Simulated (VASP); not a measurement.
The system is TaAlO3.

```
CELL_PARAMETERS angstrom
0.00000 3.94259 3.94259
3.94259 0.00000 3.94259
3.94259 3.94259 0.00000
ATOMIC_POSITIONS crystal
Ta 0.50000 0.50000 0.50000
Ta 0.25000 0.25000 0.25000
Al 0.75000 0.75000 0.75000
Al 0.00000 0.00000 0.00000
O 0.01429 0.48571 0.48571
O 0.48571 0.01429 0.01429
O 0.48571 0.01429 0.48571
O 0.01429 0.48571 0.01429
O 0.48571 0.48571 0.01429
O 0.01429 0.01429 0.48571
```

The cell was generated, and may not be a known phase.

| Property | Result |
| --- | --- |
| Program | VASP 6.6.1 |
| Task | relaxation of cell and atoms |
| Functional | PBE |
| Potentials or basis | VASP PAW PBE potentials, release 64 (Ta_pv, Al, O) |
| Cutoff | 600 eV |
| k mesh | 4 × 4 × 4 |
| Occupations | gaussian, width 0.1 eV |
| Spin | collinear spin |
| Starting moments | [1.0, 1.0, 0.0, 0.0, 0.0, 0.0, 0.0, 0.0, 0.0, 0.0] μB |

At the start: pressure 7.0 GPa; volume 12.26 Å³/atom.

Question: Where does the relaxation end?

Answer: Over 8 steps the energy falls by 321.6 meV/atom and the volume is 11.43 Å³/atom (-6.7 %); space group F-43m (No. 216, to 0.1 Å) before and after; moment 2.28 μB per cell.

Step by step:
```tsv
step	energy change (eV)	largest force (eV/Å)	pressure (GPa)	volume (Å³)
1	0.0000	6.8507	7.03	122.57
2	1.5508	5.6370	-19.80	132.36
3	-2.5716	0.2121	-14.93	126.45
4	-2.5758	0.3833	-14.50	126.31
5	-3.0552	1.0248	6.36	110.00
6	-3.2008	0.4442	-1.61	114.83
7	-3.1961	0.5403	1.66	113.75
8	-3.2157	0.0075	-0.14	114.32
```

Final structure:
```
Ta Al O
1.0
     0.00000    3.85212    3.85212
     3.85212    0.00000    3.85212
     3.85212    3.85212    0.00000
Ta Al O
2 2 6
Direct
  0.50000 0.50000 0.50000
  0.25000 0.25000 0.25000
  0.75000 0.75000 0.75000
  0.00000 0.00000 0.00000
  0.99352 0.50648 0.50648
  0.50648 0.99352 0.99352
  0.50648 0.99352 0.50648
  0.99352 0.50648 0.99352
  0.50648 0.50648 0.99352
  0.99352 0.99352 0.50648
```
